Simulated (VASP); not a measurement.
# GaN (Fm-3m) in VASP: G0W0 quasiparticle levels with PBE

Aim: the G0W0 quasiparticle levels of GaN with PBE.

Everything below comes from runs of VASP 6.6.1. Logs are shortened: lines on timing, memory, paths and dates and some standing lists are left out, and cuts for length are marked.

## (1) The cell of the first run

It takes space group Fm-3m (No. 225, cubic). The conventional cell has a = 4.217 Å, b = 4.217 Å, c = 4.217 Å, α = 90.00°, β = 90.00°, γ = 90.00°. Within 2.8 Å of Ga (site symmetry m-3m) lie 6 N at 2.11 Å. N (site symmetry m-3m) has 6 Ga at 2.11 Å within 2.8 Å.

## (2) G0W0 quasiparticle levels, PBE

POSCAR

```
GaN
1.0
    0.0000000000      2.1085153685      2.1085153685
    2.1085153685      0.0000000000      2.1085153685
    2.1085153685      2.1085153685      0.0000000000
Ga N
1 1
Direct
    0.5000000000      0.5000000000      0.5000000000
    0.0000000000      0.0000000000      0.0000000000
```

INCAR.step1

```
SYSTEM = GaN
  PREC = Accurate
  ENCUT = 500
  EDIFF = 1E-8
  ISMEAR = 0
  SIGMA = 0.01
  LREAL = .False.
  LASPH = .True.
  NELM = 100
  ALGO = Normal
  LWAVE = .True.
  LCHARG = .False.
  GGA = PE
```

INCAR.step2

```
SYSTEM = GaN
  PREC = Accurate
  ENCUT = 500
  EDIFF = 1E-8
  ISMEAR = 0
  SIGMA = 0.01
  LREAL = .False.
  LASPH = .True.
  NELM = 1
  ALGO = Exact
  LWAVE = .True.
  LCHARG = .False.
  GGA = PE
  NBANDS = 51
  LOPTICS = .True.
  ISTART = 1
```

INCAR.step3

```
SYSTEM = GaN
  PREC = Accurate
  ENCUT = 500
  EDIFF = 1E-8
  ISMEAR = 0
  SIGMA = 0.01
  LREAL = .False.
  LASPH = .True.
  ALGO = EVGW0
  LWAVE = .False.
  LCHARG = .False.
  GGA = PE
  NELMGW = 1
  NBANDS = 51
  ENCUTGW = 100.0
  NOMEGA = 96
  PRECFOCK = Fast
  ISTART = 1
  NBANDSGW = 17
  OMEGAMAX = 30
```

KPOINTS

```
regular mesh
0
Gamma
  6 6 6
  0 0 0
```

Potentials or basis: VASP PAW PBE potentials, release 64 (Ga_d_GW, N_GW).

Launch:

```bash
cat potpaw_PBE.64/Ga_d_GW/POTCAR potpaw_PBE.64/N_GW/POTCAR > POTCAR
cp INCAR.step1 INCAR
mpirun -np 1 vasp_std > vasp.out
cp INCAR.step2 INCAR
mpirun -np 1 vasp_std > vasp.out
cp INCAR.step3 INCAR
mpirun -np 1 vasp_std > vasp.out
```

OUTCAR:

```text
SYSTEM = GaN
   PREC = Accurate
   ENCUT = 500
   EDIFF = 1E-8
   ISMEAR = 0
   LREAL = .False.
   LASPH = .True.
   GGA = PE
   NELMGW = 1
   ENCUTGW = 100.0
   PRECFOCK = Fast
   ISTART = 1

 ion  position               nearest neighbor table
   1  0.500  0.500  0.500-   2 2.11   2 2.11   2 2.11   2 2.11   2 2.11   2 2.11
   2  0.000  0.000  0.000-   1 2.11   1 2.11   1 2.11   1 2.11   1 2.11   1 2.11

  LATTYP: Found a face centered cubic cell.
 ALAT       =     4.2170307370

  Lattice vectors:

 A1 = (   0.0000000000,   2.1085153685,   2.1085153685)
 A2 = (   2.1085153685,   0.0000000000,   2.1085153685)
 A3 = (   2.1085153685,   2.1085153685,   0.0000000000)

Analysis of symmetry for initial positions (statically):
=====================================================================
 Subroutine PRICEL returns:
 Original cell was already a primitive cell.

 Routine SETGRP: Setting up the symmetry group for a
 face centered cubic supercell.

 Subroutine GETGRP returns: Found 48 space group operations
 (whereof 48 operations were pure point group operations)
 out of a pool of 48 trial point group operations.

The static configuration has the point symmetry O_h .

Analysis of symmetry for dynamics (positions and initial velocities):
=====================================================================
 Subroutine PRICEL returns:
 Original cell was already a primitive cell.

 Routine SETGRP: Setting up the symmetry group for a
 face centered cubic supercell.

 Subroutine GETGRP returns: Found 48 space group operations
 (whereof 48 operations were pure point group operations)
 out of a pool of 48 trial point group operations.

The dynamic configuration has the point symmetry O_h .

 Subroutine INISYM returns: Found 48 space group operations
 (whereof 48 operations are pure point group operations),
 and found     1 'primitive' translations

----------------------------------------------------------------------------------------

                                     Primitive cell

  volume of cell :      18.7482

  direct lattice vectors                    reciprocal lattice vectors
     0.000000000  2.108515368  2.108515368    -0.237133676  0.237133676  0.237133676
     2.108515368  0.000000000  2.108515368     0.237133676 -0.237133676  0.237133676
     2.108515368  2.108515368  0.000000000     0.237133676  0.237133676 -0.237133676

  length of vectors
     2.981891031  2.981891031  2.981891031     0.410727575  0.410727575  0.410727575

  position of ions in fractional coordinates (direct lattice)
     0.500000000  0.500000000  0.500000000
     0.000000000  0.000000000  0.000000000

  ion indices of the primitive-cell ions
   primitive index   ion index
                 1           1
                 2           2

----------------------------------------------------------------------------------------

 KPOINTS: regular mesh

Automatic generation of k-mesh.
 Grid dimensions read from file:
 generate k-points for:    6    6    6

 Generating k-lattice:

  Cartesian coordinates                     Fractional coordinates (reciprocal lattice)
    -0.039522279  0.039522279  0.039522279     0.166666667  0.000000000  0.000000000
     0.039522279 -0.039522279  0.039522279     0.000000000  0.166666667  0.000000000
     0.039522279  0.039522279 -0.039522279     0.000000000  0.000000000  0.166666667

  Length of vectors
     0.068454596  0.068454596  0.068454596

  Shift w.r.t. Gamma in fractional coordinates (k-lattice)
     0.000000000  0.000000000  0.000000000

 Subroutine IBZKPT returns following result:
 ===========================================

 Found     16 irreducible k-points:

 Following reciprocal coordinates:
            Coordinates               Weight
  0.000000  0.000000  0.000000      1.000000
  0.166667  0.000000  0.000000      8.000000
  0.333333  0.000000  0.000000      8.000000
  0.500000  0.000000  0.000000      4.000000
  0.166667  0.166667  0.000000      6.000000
  0.333333  0.166667  0.000000     24.000000
[... 8 lines left out ...]
 -0.333333  0.333333  0.166667     24.000000
 -0.333333  0.500000  0.166667     12.000000
   k-points           NKPTS =     16   k-points in BZ     NKDIM =    216   number of bands    NBANDS=     51
   number of dos      NEDOS =    301   number of ions     NIONS =      2
   total plane-waves  NPLWV =  13824
   dimension x,y,z NGX =    24 NGY =   24 NGZ =   24
   dimension x,y,z NGXF=    48 NGYF=   48 NGZF=   48
   ions per type =               1   1
   NGX,Y,Z   is equivalent  to a cutoff of  13.38, 13.38, 13.38 a.u.
   NGXF,Y,Z  is equivalent  to a cutoff of  26.76, 26.76, 26.76 a.u.
 SYSTEM =  GaN
   PREC   = accura    normal or accurate (medium, high low for compatibility)
   ISTART =      1    job   : 0-new  1-cont  2-samecut
   ICHARG =      0    charge: 1-file 2-atom 10-const
   ISPIN  =      1    spin polarized calculation?
   LNONCOLLINEAR =      F non collinear calculations
   LSORBIT =      F    spin-orbit coupling
   LASPH  =      T    aspherical Exc in radial PAW
   ENCUT  =  500.0 eV  36.75 Ry    6.06 a.u.   5.44  5.44  5.44*2*pi/ulx,y,z
   NELM   =     60;   NELMIN=  2; NELMDL=  0     # of ELM steps
   EDIFF  = 0.1E-07   stopping-criterion for ELM
   LREAL  =      F    real-space projection
   EDIFFG = 0.1E-06   stopping-criterion for IOM
   NSW    =      0    number of steps for IOM
   IBRION =     -1    ionic relax: 0-MD 1-quasi-New 2-CG
   NFREE  =      0    steps in history (QN), initial steepest desc. (CG)
   ISIF   =      0    stress and relaxation
   ISYM   =      3    0-nonsym 1-usesym 2-fastsym
   POTIM  = 0.5000    time-step for ionic-motion
   TEBEG  =    0.0;   TEEND  =   0.0 temperature during run
   PSTRESS=    0.0 pullay stress
   NELECT =      18.0000    total number of electrons
   NUPDOWN=      -1.0000    fix difference up-down
   EMIN   =  10.00;   EMAX   =-10.00  energy-range for DOS
   EFERMI =   0.00;   METHOD = LEGACY
   ISMEAR =     0;   SIGMA  =   0.01  broadening in eV -4-tet -1-fermi 0-gaus
   EFERMI_NEDOS =   21; number of points for ismear=-14 and -15
   IALGO  =     38    algorithm
   IMIX   =      4    mixing-type and parameters
     AMIX     =   0.40;   BMIX     =  1.00
     AMIX_MAG =   1.60;   BMIX_MAG =  1.00
  volume/ion in A,a.u.               =       9.37        63.26
  Fermi-wavevector in a.u.,A,eV,Ry     =   1.615024  3.051952 35.488097  2.608302
  Thomas-Fermi vector in A             =   2.709838
   LORBIT       =      0    0 simple, 1 ext, 2 COOP (PROOUT), +10 PAW based schemes
   GGA     = PE    functional components
   LHFCALC =     T    Hartree Fock is set to
   PRECFOCK=fast      Normal, Fast or Accurate (Low or Medium for compatibility)
   ENCUT4O =  -1.0   cutoff for four orbital integrals eV
   NKREDX  =     1    reduce k-point grid by
   NKREDY  =     1    reduce k-point grid by
   NKREDZ  =     1    reduce k-point grid by
   AEXX    =    1.0000 exact exchange contribution
   HFSCREEN=    0.0000 screening length (either q_TF or 0.3 A-1)
   HFSCREENC=   0.0000 screening length for correlation (either q_TF or 0.3 A-1)
   ENCUTFOCK=  -1.0 apply spherical cutoff to Coloumb kernel
   IVDW    =     0    specifies the selected vdW correction
   LEPSILON=     F    determine dielectric tensor
   LRPA    =     F    only Hartree local field effects (RPA)
   LRPAFORCE           =     F    calculate RPA forces
   ENCUTGW             = 100.0    cutoff for response function in eV
   ENCUTGWSOFT         =  80.0    soft cutoff for Coulomb kernel in GW response function in eV
   ENCUTLF             =  -1.0    cutoff for local field effects
   NELMGW              =     1    number of iterations in solving QP/BSE equation
   NELMHF              =     1    number of iterations in the inner HF iteration
   NKREDLFX            =     1    NKREDLFY  =   1   NKREDLFZ  =   1
 non-spin polarized calculation
 Gauss-broadening in eV      SIGMA  =   0.01
  energy-cutoff  :      500.00
  volume of cell :       18.75
 maximum number of plane-waves:       531
 NGX is ok and might be reduce to    24
  NGX = 14; NGY = 14; NGZ = 14
   NGX = 11   NGY = 11   NGZ = 11
 maximum number of plane-waves:        51
 NGX is ok and might be reduce to    14

 QP shifts <psi_nk| G(iteration)W_0 |psi_nk>: iteration 1
 for sc-GW calculations column KS-energies equals QP-energies in previous step
 and V_xc(KS)=  KS-energies - (<T + V_ion + V_H > + <T+V_H+V_ion>^1  + <V_x>^1)

 k-point   1 :       0.0000    0.0000    0.0000
  band No.  KS-energies  QP-energies   sigma(KS)   V_xc(KS)     V^pw_x(r,r')   Z            occupation Imag(sigma)

      1      -9.5991     -10.3291     -15.6090     -14.5440     -24.4163       0.6855       2.0000       1.3427
      2      -6.3010      -9.5444     -26.0645     -21.6472     -34.9896       0.7342       2.0000       0.1661
      3      -6.3010      -9.5444     -26.0645     -21.6472     -34.9896       0.7342       2.0000       0.1661
      4      -6.3010      -9.5444     -26.0645     -21.6472     -34.9896       0.7342       2.0000       0.1661
      5      -6.2045      -9.5301     -26.3717     -21.8492     -35.4640       0.7354       2.0000       0.2087
      6      -6.2045      -9.5301     -26.3717     -21.8492     -35.4640       0.7354       2.0000       0.2087
[... 9 lines left out ...]
     16      23.6770      24.5430     -11.6141     -12.7475      -4.5181       0.7640       0.0000      -0.5590
     17      23.8723      24.1225      -8.9627      -9.2806      -2.5749       0.7871       0.0000      -0.3113

 k-point   2 :       0.1667    0.0000    0.0000
  band No.  KS-energies  QP-energies   sigma(KS)   V_xc(KS)     V^pw_x(r,r')   Z            occupation Imag(sigma)

      1      -9.0633      -9.7755     -15.7473     -14.7058     -24.4490       0.6838       2.0000       1.2784
      2      -6.3202      -9.5488     -25.9820     -21.5850     -34.8998       0.7343       2.0000       0.1718
      3      -6.2980      -9.5568     -26.1132     -21.6752     -35.1041       0.7343       2.0000       0.1880
      4      -6.2980      -9.5568     -26.1132     -21.6752     -35.1041       0.7343       2.0000       0.1880
      5      -6.2136      -9.5097     -26.2826     -21.8008     -35.3178       0.7354       2.0000       0.1944
      6      -6.2136      -9.5097     -26.2826     -21.8008     -35.3178       0.7354       2.0000       0.1944
[... 9 lines left out ...]
     16      24.2832      24.9063     -11.5914     -12.3750      -5.6396       0.7952       0.0000      -0.3724
     17      29.4140      29.9177     -10.3212     -10.9503      -3.5842       0.8007       0.0000      -0.7195

 k-point   3 :       0.3333    0.0000    0.0000
  band No.  KS-energies  QP-energies   sigma(KS)   V_xc(KS)     V^pw_x(r,r')   Z            occupation Imag(sigma)

      1      -7.6523      -8.4225     -16.5158     -15.4031     -24.9493       0.6922       2.0000       1.0988
      2      -6.4019      -9.6301     -25.9756     -21.5667     -35.0335       0.7322       2.0000       0.2212
      3      -6.4019      -9.6301     -25.9756     -21.5667     -35.0335       0.7322       2.0000       0.2212
      4      -6.3617      -9.4594     -25.4797     -21.2559     -34.3623       0.7334       2.0000       0.2191
      5      -6.1222      -9.4142     -26.3516     -21.8788     -35.3395       0.7360       2.0000       0.1754
      6      -6.1222      -9.4142     -26.3516     -21.8788     -35.3395       0.7360       2.0000       0.1754
[... 9 lines left out ...]
     16      27.2394      27.9248     -11.7135     -12.5762      -5.3066       0.7945       0.0000      -0.5701
     17      33.8409      34.6462     -10.8032     -11.8048      -3.3422       0.8041       0.0000      -1.2632

 k-point   4 :       0.5000    0.0000    0.0000
  band No.  KS-energies  QP-energies   sigma(KS)   V_xc(KS)     V^pw_x(r,r')   Z            occupation Imag(sigma)

      1      -6.5108      -9.5942     -25.1797     -20.9710     -34.0063       0.7326       2.0000       0.2279
      2      -6.4589      -9.6632     -25.8783     -21.4958     -34.9452       0.7311       2.0000       0.2311
      3      -6.4589      -9.6632     -25.8783     -21.4958     -34.9452       0.7311       2.0000       0.2311
      4      -6.4356      -7.1189     -17.1211     -16.1528     -25.4746       0.7057       2.0000       1.0228
      5      -6.0694      -9.3728     -26.4199     -21.9390     -35.4091       0.7372       2.0000       0.1729
      6      -6.0694      -9.3728     -26.4199     -21.9390     -35.4091       0.7372       2.0000       0.1729
[... 205 lines left out ...]
      2      -6.3730      -9.5802     -25.8424     -21.4711     -34.7420       0.7337       2.0000       0.1762
      3      -6.3123      -9.5398     -25.9725     -21.5739     -34.9822       0.7338       2.0000       0.2139
      4      -6.1912      -9.4137     -26.0180     -21.6298     -35.0087       0.7344       2.0000       0.2118
      5      -6.0996      -9.3782     -26.3259     -21.8736     -35.2776       0.7364       2.0000       0.1658
      6      -5.0691      -7.1800     -22.2199     -19.3501     -30.6256       0.7356       2.0000       0.5240
[... 9 lines left out ...]
     16      32.0210      32.7867     -10.9109     -11.8614      -3.8900       0.8056       0.0000      -0.9997
     17      34.6604      35.8126     -11.0395     -12.4430      -4.0709       0.8209       0.0000      -1.1962

 k-point  15 :      -0.3333    0.3333    0.1667
  band No.  KS-energies  QP-energies   sigma(KS)   V_xc(KS)     V^pw_x(r,r')   Z            occupation Imag(sigma)

      1      -7.5730      -9.6663     -22.1219     -19.1482     -31.2048       0.7039       2.0000       0.5871
      2      -6.3695      -9.5668     -25.8060     -21.4476     -34.7658       0.7336       2.0000       0.2084
      3      -6.2792      -9.5247     -26.0659     -21.6456     -35.1000       0.7342       2.0000       0.2134
      4      -6.2714      -9.4869     -25.9373     -21.5609     -34.8438       0.7347       2.0000       0.1792
      5      -6.0506      -9.3450     -26.4068     -21.9396     -35.3718       0.7375       2.0000       0.1659
      6      -4.1452      -5.9139     -21.8260     -19.4267     -30.1198       0.7372       2.0000       0.5587
[... 9 lines left out ...]
     16      33.6579      34.4882     -10.8105     -11.8329      -3.7150       0.8120       0.0000      -1.1355
     17      35.3067      36.4275     -11.5130     -12.8640      -4.6307       0.8296       0.0000      -1.2093

 k-point  16 :      -0.3333    0.5000    0.1667
  band No.  KS-energies  QP-energies   sigma(KS)   V_xc(KS)     V^pw_x(r,r')   Z            occupation Imag(sigma)

      1      -7.8105      -9.9001     -22.1184     -19.1321     -31.2659       0.6997       2.0000       0.5854
      2      -6.3983      -9.5993     -25.7976     -21.4323     -34.6899       0.7333       2.0000       0.1766
      3      -6.2217      -9.5069     -26.2556     -21.7824     -35.3657       0.7344       2.0000       0.2263
      4      -6.1689      -9.4130     -26.1302     -21.7169     -35.0583       0.7351       2.0000       0.1744
      5      -6.0147      -9.3139     -26.4529     -21.9818     -35.4201       0.7379       2.0000       0.1640
      6      -3.4235      -5.1748     -22.3057     -19.9359     -30.5424       0.7390       2.0000       0.5144
[... 9 lines left out ...]
     16      35.0623      36.3224     -12.9688     -14.4644      -5.9437       0.8426       0.0000      -1.4645
     17      36.9951      38.3021     -12.8893     -14.4664      -5.0693       0.8288       0.0000      -1.8124
```

Run time: 4.9 min. Hardware: 1 thread of Intel Xeon Platinum 8259CL at 2.50GHz (Skylake/Cascade Lake), shared host; peak memory 0.3 GiB.

What came out:

| Quantity | Value |
| --- | --- |
| Quasiparticle gap | 1.47 eV |
| Least direct quasiparticle gap | 3.81 eV |
| Band gap of the starting levels on the mesh | 0.62 eV |
| Least direct gap of the starting levels on the mesh | 2.83 eV |

Caveat: the k points lie up to 0.43 Å⁻¹ apart; bands, screening cutoff and mesh are small and nothing is extrapolated, so the quasiparticle values aren't converged.
